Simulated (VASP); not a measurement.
A run of VASP 6.6.1 is set up as follows.

INCAR

```
SYSTEM = TePb
PREC = Accurate
ENCUT = 600
EDIFF = 1E-6
ISMEAR = -1
SIGMA = 0.1
LREAL = .FALSE.
LASPH = .TRUE.
NELM = 100
ALGO = Normal
ISIF = 3
LWAVE = .FALSE.
LCHARG = .FALSE.
GGA = PE
IBRION = 2
NSW = 32
EDIFFG = -0.005
PSTRESS = 310.0
```

KPOINTS

```
regular mesh
0
G
  12 12 12
  0 0 0
```

The input POSCAR:

```
TePb
1.0
    0.0000000000      2.9138817200      2.9138817200
    2.9138817200      0.0000000000      2.9138817200
    2.9138817200      2.9138817200      0.0000000000
Pb Te
1 1
Direct
    0.0000000000      0.0000000000      0.0000000000
    0.5000000000      0.5000000000      0.5000000000
```

Potentials or basis: VASP PAW PBE potentials, release 64 (Pb_d, Te).

Launch:

```bash
$ cat potpaw_PBE.64/Pb_d/POTCAR potpaw_PBE.64/Te/POTCAR > POTCAR
$ mpirun -np 1 vasp_std > vasp.out
```

Task: Predict the band gap on the k mesh.

Result: 0.24 eV.

Final structure:
```cif
data_structure
_symmetry_space_group_name_H-M 'P 1'
_symmetry_Int_Tables_number 1
_cell_length_a 4.1209
_cell_length_b 4.1209
_cell_length_c 4.1209
_cell_angle_alpha 60.000
_cell_angle_beta 60.000
_cell_angle_gamma 60.000
_cell_volume 49.48
loop_
_atom_site_label
_atom_site_type_symbol
_atom_site_fract_x
_atom_site_fract_y
_atom_site_fract_z
_atom_site_occupancy
Pb1 Pb 0.00000 0.00000 0.00000 1
Te1 Te 0.50000 0.50000 0.50000 1
```

Caveat: the relaxation stopped at its first step, so nothing moved; the cell is relaxed towards a set pressure, so the run minimises the enthalpy, not the energy; spin-orbit coupling is left out, which moves the levels of the heavy elements. A k mesh can miss the band edges.
